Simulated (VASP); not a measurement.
# GaGeCl5 (P4/mmm) in VASP: single point with PBEsol

Aim: the single point of GaGeCl5 with PBEsol.

Program: VASP 6.6.1. These are calculated values, not measurements. Logs are shortened: lines on timing, memory, paths and dates and some standing lists are left out, and cuts for length are marked.

**1. The cell of the first run**

The structure is tetragonal, space group P4/mmm (No. 123). The conventional cell has a = 4.169 Å, b = 4.169 Å, c = 9.148 Å, α = 90.00°, β = 90.00°, γ = 90.00°. Within 3.9 Å of Ga (site symmetry 4/mmm) lie 12 Cl at 2.95 to 3.61 Å. Within 3.5 Å of Ge (site symmetry 4/mmm) lie 8 Cl at 2.65 Å. Within 3.5 Å of Cl (site symmetry 2mm) lie 2 Ge at 2.65 Å and 5 Cl at 2.95 to 3.27 Å. Cl (site symmetry 4/mmm) has 4 Ga at 2.95 Å and 8 Cl at 3.61 Å within 3.9 Å.

**2. Single point, PBEsol**

Contents of INCAR:

```
SYSTEM = GaGeCl5
PREC = Accurate
ENCUT = 520
EDIFF = 1E-6
ISMEAR = -1
SIGMA = 0.03
LREAL = .FALSE.
LASPH = .TRUE.
NELM = 80
ALGO = Normal
ISIF = 2
LWAVE = .FALSE.
LCHARG = .FALSE.
GGA = PS
NBANDS = 40
```

Contents of KPOINTS:

```
regular mesh
0
G
  4 4 4
  0 0 0
```

Contents of POSCAR:

```
GaGeCl5
1.0
    4.1689342401      0.0000000000      0.0000000000
    0.0000000000      4.1689342401      0.0000000000
    0.0000000000      0.0000000000      9.1484230419
Ga Ge Cl
1 1 5
Direct
    0.5000000000      0.5000000000      0.0000000000
    0.0000000000      0.0000000000      0.5000000000
    0.0000000000      0.5000000000      0.3215320252
    0.0000000000      0.5000000000      0.6784679748
    0.5000000000      0.0000000000      0.3215320252
    0.5000000000      0.0000000000      0.6784679748
    0.0000000000      0.0000000000      0.0000000000
```

Potentials or basis: VASP PAW PBE potentials, release 64 (Ga_d, Ge_d, Cl).

Command:

```
> cat potpaw_PBE.64/Ga_d/POTCAR potpaw_PBE.64/Ge_d/POTCAR potpaw_PBE.64/Cl/POTCAR > POTCAR
> mpirun -np 1 vasp_std > vasp.out
```

OUTCAR:

```text
SYSTEM = GaGeCl5
   PREC = Accurate
   ENCUT = 520
   EDIFF = 1E-6
   ISMEAR = -1
   LREAL = .FALSE.
   LASPH = .TRUE.
   NELM = 80
   ISIF = 2
   GGA = PS

 ion  position               nearest neighbor table
   1  0.500  0.500  0.000-
   2  0.000  0.000  0.500-   3 2.65   4 2.65   5 2.65   6 2.65   3 2.65   4 2.65   5 2.65   6 2.65

   3  0.000  0.500  0.322-   2 2.65   2 2.65
   4  0.000  0.500  0.678-   2 2.65   2 2.65
   5  0.500  0.000  0.322-   2 2.65   2 2.65
   6  0.500  0.000  0.678-   2 2.65   2 2.65
   7  0.000  0.000  0.000-

  LATTYP: Found a simple tetragonal cell.
 ALAT       =     4.1689342401
 C/A-ratio  =     2.1944272841

  Lattice vectors:

 A1 = (   4.1689342401,   0.0000000000,   0.0000000000)
 A2 = (   0.0000000000,   4.1689342401,   0.0000000000)
 A3 = (   0.0000000000,   0.0000000000,   9.1484230419)

Analysis of symmetry for initial positions (statically):
=====================================================================
 Subroutine PRICEL returns:
 Original cell was already a primitive cell.

 Routine SETGRP: Setting up the symmetry group for a
 simple tetragonal supercell.

 Subroutine GETGRP returns: Found 16 space group operations
 (whereof 16 operations were pure point group operations)
 out of a pool of 16 trial point group operations.

The static configuration has the point symmetry D_4h.

Analysis of symmetry for dynamics (positions and initial velocities):
=====================================================================
 Subroutine PRICEL returns:
 Original cell was already a primitive cell.

 Routine SETGRP: Setting up the symmetry group for a
 simple tetragonal supercell.

 Subroutine GETGRP returns: Found 16 space group operations
 (whereof 16 operations were pure point group operations)
 out of a pool of 16 trial point group operations.

The dynamic configuration has the point symmetry D_4h.

 Subroutine INISYM returns: Found 16 space group operations
 (whereof 16 operations are pure point group operations),
 and found     1 'primitive' translations

----------------------------------------------------------------------------------------

                                     Primitive cell

  volume of cell :     158.9997

  direct lattice vectors                    reciprocal lattice vectors
     4.168934240  0.000000000  0.000000000     0.239869459  0.000000000  0.000000000
     0.000000000  4.168934240  0.000000000     0.000000000  0.239869459  0.000000000
     0.000000000  0.000000000  9.148423042     0.000000000  0.000000000  0.109308456

  length of vectors
     4.168934240  4.168934240  9.148423042     0.239869459  0.239869459  0.109308456

  position of ions in fractional coordinates (direct lattice)
     0.500000000  0.500000000  0.000000000
     0.000000000  0.000000000  0.500000000
     0.000000000  0.500000000  0.321532025
     0.000000000  0.500000000  0.678467975
     0.500000000  0.000000000  0.321532025
     0.500000000  0.000000000  0.678467975
     0.000000000  0.000000000  0.000000000

  ion indices of the primitive-cell ions
   primitive index   ion index
                 1           1
                 2           2
                 3           3
                 4           4
                 5           5
                 6           6
                 7           7

----------------------------------------------------------------------------------------

 KPOINTS: regular mesh

Automatic generation of k-mesh.
 Grid dimensions read from file:
 generate k-points for:    4    4    4

 Generating k-lattice:

  Cartesian coordinates                     Fractional coordinates (reciprocal lattice)
     0.059967365  0.000000000  0.000000000     0.250000000  0.000000000  0.000000000
     0.000000000  0.059967365  0.000000000     0.000000000  0.250000000  0.000000000
     0.000000000  0.000000000  0.027327114     0.000000000  0.000000000  0.250000000

  Length of vectors
     0.059967365  0.059967365  0.027327114

  Shift w.r.t. Gamma in fractional coordinates (k-lattice)
     0.000000000  0.000000000  0.000000000

 Subroutine IBZKPT returns following result:
 ===========================================

 Found     18 irreducible k-points:

 Following reciprocal coordinates:
            Coordinates               Weight
  0.000000  0.000000  0.000000      1.000000
  0.250000  0.000000  0.000000      4.000000
  0.500000  0.000000  0.000000      2.000000
  0.250000  0.250000  0.000000      4.000000
  0.500000  0.250000  0.000000      4.000000
  0.500000  0.500000  0.000000      1.000000
[... 10 lines left out ...]
  0.500000  0.250000  0.500000      4.000000
  0.500000  0.500000  0.500000      1.000000
   k-points           NKPTS =     18   k-points in BZ     NKDIM =     18   number of bands    NBANDS=     40
   number of dos      NEDOS =    301   number of ions     NIONS =      7
   total plane-waves  NPLWV =  71680
   dimension x,y,z NGX =    32 NGY =   32 NGZ =   70
   dimension x,y,z NGXF=    64 NGYF=   64 NGZF=  140
   ions per type =               1   1   5
   NGX,Y,Z   is equivalent  to a cutoff of  12.76, 12.76, 12.72 a.u.
   NGXF,Y,Z  is equivalent  to a cutoff of  25.52, 25.52, 25.44 a.u.
 SYSTEM =  GaGeCl5
   PREC   = accura    normal or accurate (medium, high low for compatibility)
   ISTART =      0    job   : 0-new  1-cont  2-samecut
   ICHARG =      2    charge: 1-file 2-atom 10-const
   ISPIN  =      1    spin polarized calculation?
   LNONCOLLINEAR =      F non collinear calculations
   LSORBIT =      F    spin-orbit coupling
   LASPH  =      T    aspherical Exc in radial PAW
   ENCUT  =  520.0 eV  38.22 Ry    6.18 a.u.   7.75  7.75 17.01*2*pi/ulx,y,z
   NELM   =     80;   NELMIN=  2; NELMDL= -5     # of ELM steps
   EDIFF  = 0.1E-05   stopping-criterion for ELM
   LREAL  =      F    real-space projection
   EDIFFG = 0.1E-04   stopping-criterion for IOM
   NSW    =      0    number of steps for IOM
   IBRION =     -1    ionic relax: 0-MD 1-quasi-New 2-CG
   NFREE  =      0    steps in history (QN), initial steepest desc. (CG)
   ISIF   =      2    stress and relaxation
   ISYM   =      2    0-nonsym 1-usesym 2-fastsym
   POTIM  = 0.5000    time-step for ionic-motion
   TEBEG  =    0.0;   TEEND  =   0.0 temperature during run
   PSTRESS=    0.0 pullay stress
   NELECT =      62.0000    total number of electrons
   NUPDOWN=      -1.0000    fix difference up-down
   EMIN   =  10.00;   EMAX   =-10.00  energy-range for DOS
   EFERMI =   0.00;   METHOD = LEGACY
   ISMEAR =    -1;   SIGMA  =   0.03  broadening in eV -4-tet -1-fermi 0-gaus
   EFERMI_NEDOS =   21; number of points for ismear=-14 and -15
   IALGO  =     38    algorithm
   IMIX   =      4    mixing-type and parameters
     AMIX     =   0.40;   BMIX     =  1.00
     AMIX_MAG =   1.60;   BMIX_MAG =  1.00
  volume/ion in A,a.u.               =      22.71       153.28
  Fermi-wavevector in a.u.,A,eV,Ry     =   1.196024  2.260158 19.462777  1.430474
  Thomas-Fermi vector in A             =   2.331975
   LORBIT       =      0    0 simple, 1 ext, 2 COOP (PROOUT), +10 PAW based schemes
   GGA     = PS    functional components
   LHFCALC =     F    Hartree Fock is set to
   AEXX    =    0.0000 exact exchange contribution
   IVDW    =     0    specifies the selected vdW correction
   LEPSILON=     F    determine dielectric tensor
   LRPA    =     F    only Hartree local field effects (RPA)
 non-spin polarized calculation
  energy-cutoff  :      520.00
  volume of cell :      159.00
 maximum number of plane-waves:      4298
 NGX is ok and might be reduce to    32
   NGX = 15   NGY = 15   NGZ = 35

 number of electron      62.0000002 magnetization

 Free energy of the ion-electron system (eV)
  ---------------------------------------------------
  ext. energy  EPLUGINS =         0.00000000
  ---------------------------------------------------
  free energy    TOTEN  =       -20.24475897 eV

  energy without entropy =      -20.23239932  energy(sigma->0) =      -20.23857914

 E-fermi :   2.0066     XC(G=0):  -9.4770

 val. band max:        1.9776178246   @ k =   0.5000   0.5000   0.5000
 cond. band min:       2.1648221863   @ k =   0.2500   0.0000   0.5000
 fundamental gap:      0.1872043616
 Fermi energy:         2.0065859374

 k-point     1 :       0.0000    0.0000    0.0000
  band No.  band energies     occupation
      1     -22.1883      2.00000
      2     -22.1879      2.00000
      3     -22.1879      2.00000
      4     -22.1841      2.00000
      5     -22.1763      2.00000
      6     -13.5504      2.00000
[... 32 lines left out ...]
     39       8.8579      0.00000
     40       9.3576      0.00000

 k-point     2 :       0.2500    0.0000    0.0000
  band No.  band energies     occupation
      1     -22.1902      2.00000
      2     -22.1878      2.00000
      3     -22.1863      2.00000
      4     -22.1834      2.00000
      5     -22.1767      2.00000
      6     -13.2604      2.00000
[... 32 lines left out ...]
     39       9.3339      0.00000
     40      11.1521      0.00000

 k-point     3 :       0.5000    0.0000    0.0000
  band No.  band energies     occupation
      1     -22.1926      2.00000
      2     -22.1877      2.00000
      3     -22.1850      2.00000
      4     -22.1819      2.00000
      5     -22.1771      2.00000
      6     -12.5951      2.00000
[... 32 lines left out ...]
     39      11.1371      0.00000
     40      11.1409      0.00000

 k-point     4 :       0.2500    0.2500    0.0000
  band No.  band energies     occupation
      1     -22.1902      2.00000
      2     -22.1901      2.00000
      3     -22.1837      2.00000
      4     -22.1832      2.00000
      5     -22.1771      2.00000
      6     -13.0099      2.00000
[... 32 lines left out ...]
     39       9.8044      0.00000
     40      10.7788      0.00000
[... 514 lines left out ...]
     39       9.5966      0.00000
     40      11.0202      0.00000

 k-point    17 :       0.5000    0.2500    0.5000
  band No.  band energies     occupation
      1     -22.1925      2.00000
      2     -22.1901      2.00000
      3     -22.1831      2.00000
      4     -22.1810      2.00000
      5     -22.1776      2.00000
      6     -12.4477      2.00000
[... 32 lines left out ...]
     39       9.8797      0.00000
     40      10.9788      0.00000

 k-point    18 :       0.5000    0.5000    0.5000
  band No.  band energies     occupation
      1     -22.1924      2.00000
      2     -22.1924      2.00000
      3     -22.1823      2.00000
      4     -22.1789      2.00000
      5     -22.1780      2.00000
      6     -12.2959      2.00000
[... 32 lines left out ...]
     39       9.5064      0.00000
     40      11.1529      0.00000

------------------------ aborting loop because EDIFF is reached ----------------------------------------

  FORCE on cell =-STRESS in cart. coord.  units (eV):
  Direction    XX          YY          ZZ          XY          YZ          ZX
  --------------------------------------------------------------------------------------
  -------------------------------------------------------------------------------------
  Total       -0.0239295     -0.0239295     -0.0251951      0.0000000      0.0000000      0.0000000
  in kB       -0.2411285     -0.2411285     -0.2538808      0.0000000      0.0000000      0.0000000
  external PRESSURE =      -0.2453793 kB  Pullay stress =       0.0000000 kB

 VOLUME and BASIS-vectors are now :
 -----------------------------------------------------------------------------
  energy-cutoff  :      520.00
  volume of cell :      159.00
      direct lattice vectors                 reciprocal lattice vectors
     4.168934240  0.000000000  0.000000000     0.239869459  0.000000000  0.000000000
     0.000000000  4.168934240  0.000000000     0.000000000  0.239869459  0.000000000
     0.000000000  0.000000000  9.148423042     0.000000000  0.000000000  0.109308456

 POSITION                                       TOTAL-FORCE (eV/Angst)
 -----------------------------------------------------------------------------------
      2.08447      2.08447      0.00000        -0.000000      0.000000     -0.000000
      0.00000      0.00000      4.57421        -0.000000      0.000000     -0.000000
      0.00000      2.08447      2.94151        -0.000000     -0.000000     -0.003759
      0.00000      2.08447      6.20691        -0.000000      0.000000      0.003759
      2.08447      0.00000      2.94151         0.000000      0.000000     -0.003759
      2.08447      0.00000      6.20691        -0.000000      0.000000      0.003759
      0.00000      0.00000      0.00000        -0.000000      0.000000     -0.000000
 -----------------------------------------------------------------------------------
    total drift:                                0.000000     -0.000000     -0.000000

  FREE ENERGIE OF THE ION-ELECTRON SYSTEM (eV)
  ---------------------------------------------------
  free  energy   TOTEN  =       -20.2447589676 eV

  energy  without entropy=      -20.2323993179  energy(sigma->0) =      -20.23857914
```

Wall time 2.6 min (1 thread of AMD EPYC 7R43 (Zen 3), shared host); peak memory 0.26 GiB.

What came out:

```yaml
Free_energy: -20.2448 eV
Pressure: 0.0 GPa
Largest_force: 0.004 eV/Å
Band_gap_on_the_k_mesh: zero (band 31 reaches 2.54 eV, above the bottom of band 32 at 1.86 eV)
```

Forces in eV/Å, atoms in the order of the input:
```
Ga   0.000  0.000  0.000
Ge   0.000  0.000  0.000
Cl   0.000  0.000 -0.004
Cl   0.000  0.000  0.004
Cl   0.000  0.000 -0.004
Cl   0.000  0.000  0.004
Cl   0.000  0.000  0.000
```

Caveat: the k points lie up to 0.38 Å⁻¹ apart; the PAW data sets were made with another functional, which shifts forces and pressure a little.
